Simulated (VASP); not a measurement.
A run of VASP 6.6.1 is set up as follows.

INCAR

```
  PREC = Accurate
  ENCUT = 520
  EDIFF = 1E-7
  ISMEAR = 0
  SIGMA = 0.05
  LREAL = False
  LASPH = True
  NELM = 100
  ALGO = Normal
  ISIF = 2
  LWAVE = False
  LCHARG = True
  GGA = CA
  LELF = True
  LVHAR = True
  NBANDS = 15
```

File KPOINTS:

```
Automatic mesh
0
Gamma
  8 8 8
```

File POSCAR:

```
BaS
1.0
    0.0000000000      3.1937500000      3.2256875000
    3.1937500000      0.0000000000      3.2256875000
    3.1937500000      3.1937500000      0.0000000000
Ba S
1 1
Direct
    0.0000000000      0.0000000000      0.0000000000
    0.5000000000      0.5000000000      0.5000000000
```

Potentials or basis: VASP PAW LDA potentials, release 64 (Ba_sv, S).

The run is started by

```sh
$ cat potpaw_LDA.64/Ba_sv/POTCAR potpaw_LDA.64/S/POTCAR > POTCAR
$ mpirun -np 1 vasp_std > vasp.out
```

**Question.** Estimate the pressure.

**Answer.** -2.2 GPa.

**Question.** What does it give for the band gap on the k mesh?

**Answer.** 1.91 eV, indirect (least direct gap 2.05 eV).

Stress tensor (GPa, compression positive):
```
-1.98  0.00  0.00
 0.00 -1.98  0.00
 0.00  0.00 -2.73
```

Caveat: the cell differs from its parent crystal (strain +0.0100 x Voigt [0, 0, 1, 0, 0, 0]); spin-orbit coupling is left out, which moves the levels of the heavy elements. A k mesh can miss the band edges.
